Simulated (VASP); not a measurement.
**CdS: single point with PBE**

The system is CdS.

```
Cd S
1.0
     3.38691    0.00000    0.00000
     0.00000    3.38691    0.00000
     0.00000    0.00000    3.38691
Cd S
1 1
Cartesian
  0.0000 0.0000 0.0000
  1.6935 1.6935 1.6935
```

```json
{
  "Program": "VASP 6.6.1",
  "Task": "single point",
  "Functional": "PBE",
  "Potentials or basis": "VASP PAW PBE potentials, release 64 (Cd, S)",
  "Cutoff": "520 eV",
  "k mesh": "6 × 6 × 6",
  "Occupations": "fermi-dirac, width 0.02 eV",
  "Spin": "collinear spin, ferromagnetic start",
  "Starting moments": "[0.0, 0.09] μB",
  "Dipole correction": "no",
  "Further INCAR settings": "ALGO = Normal; EDIFF = 1e-06; NBANDS = 20"
}
```

```json
{
 "Pressure": "2.0 GPa",
 "Net moment": "-0.09 μB per cell",
 "Site moments": "Cd +0.00; S -0.06 μB",
 "Valence electrons inside the program's atomic spheres": "Cd 10.15; S 3.69"
}
```

Levels at points of the mesh, in eV from the Fermi level:
Spin up:
| k point | band 7 | band 8 | band 9 | band 10 | band 11 | band 12 |
| --- | --- | --- | --- | --- | --- | --- |
| (0.00, 0.00, 0.00) | -1.25 | -1.25 | -1.25 | -1.05 | 6.54 | 6.54 |
| (0.50, 0.00, 0.00) | -6.03 | -0.01 | -0.01 | 3.24 | 4.43 | 7.18 |
| (0.50, 0.50, 0.00) | -4.54 | -4.54 | -1.11 | 0.03 | 7.61 | 7.61 |
| (0.50, 0.50, 0.50) | -2.09 | -2.09 | -2.09 | 1.64 | 1.64 | 1.64 |
Spin down:
```tsv
k point	band 7	band 8	band 9	band 10	band 11	band 12
(0.00, 0.00, 0.00)	-1.33	-1.33	-1.33	-1.07	6.51	6.51
(0.50, 0.00, 0.00)	-6.06	-0.10	-0.10	3.23	4.38	7.16
(0.50, 0.50, 0.00)	-4.59	-4.59	-1.11	-0.07	7.59	7.59
(0.50, 0.50, 0.50)	-2.15	-2.15	-2.15	1.64	1.64	1.64
```

Run time: 28 s on 1 thread of Intel Xeon 6975P-C, on a shared host, peak memory 0.18 GiB.
